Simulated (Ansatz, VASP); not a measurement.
# Al: VASP beside Ansatz

File INCAR:

```
SYSTEM = Al
PREC = Accurate ; ENCUT = 520
EDIFF = 1E-6 ; ISMEAR = 0
SIGMA = 0.15 ; LREAL = .FALSE.
LASPH = .TRUE. ; NELM = 100
ALGO = Normal ; ISIF = 2
LWAVE = .FALSE. ; LCHARG = .FALSE.
GGA = PS ; IVDW = 12
NBANDS = 14
```

The input KPOINTS:

```
Automatic mesh
0
G
  18 18 6
  0 0 0
```

Contents of POSCAR:

```
Al
1.0
    2.8766374678      0.0000000000      0.0000000000
   -1.4383187339      2.4912411246      0.0000000000
    0.0000000000      0.0000000000      8.7136225536
Al
4
Direct
    0.0000000000      0.0000000000      0.0000000000
    0.3333333333      0.6666666667      0.2500000000
    0.0000000000      0.0000000000      0.5000000000
    0.6666666667      0.3333333333      0.7500000000
```

Input for Ansatz:

```yaml
crystal:
  lattice:
    - [2.8766374678, 0.0, 0.0]
    - [-1.4383187339, 2.4912411246, 0.0]
    - [0.0, 0.0, 8.7136225536]
  atoms:
    - { symbol: Al, position: [0.0, 0.0, 0.0] }
    - { symbol: Al, position: [0.3333333333, 0.6666666667, 0.25] }
    - { symbol: Al, position: [0.0, 0.0, 0.5] }
    - { symbol: Al, position: [0.6666666667, 0.3333333333, 0.75] }
basis:
  ecutwfc: 420
kpoints:
  mp_grid: { grid: [18, 18, 6] }
hamiltonian:
  xc: pbesol
  pseudopotentials: { kind: paw, azcp: { folder: soft_1 } }
  dispersion: d3bj
scf:
  occupations: { method: gaussian, width: 0.15 }
output:
  forces: true
  stress: true
  eigenvalues: true
```

Alike in both runs: task single point; functional PBEsol; dispersion D3(BJ); k mesh 18 × 18 × 6; occupations gaussian, width 0.15 eV; no spin polarisation.

|  | VASP | Ansatz |
| --- | --- | --- |
| version | VASP 6.6.1 | Ansatz 0.2.0 |
| potentials or method | VASP PAW PBE potentials, release 64 (Al), cutoff 520 eV | scalar-relativistic, plane waves, PAW |
| valence electrons in the cell | 12 | 12 |

VASP gave:

- gap on the k mesh at the Fermi level (eV): none
- pressure (GPa): 0.8
- traceless stress, the component that is largest in VASP (GPa): 4.61

**Question.** Estimate Ansatz's values.

**Answer.** gap on the k mesh at the Fermi level (eV): none; pressure (GPa): 0.7; traceless stress, the component that is largest in VASP (GPa): 4.57.

VASP's potentials were made for PBE, not for PBEsol, and Ansatz warns of the same on its side. A gap of «none» marks a metal or a gap that the smearing closes.
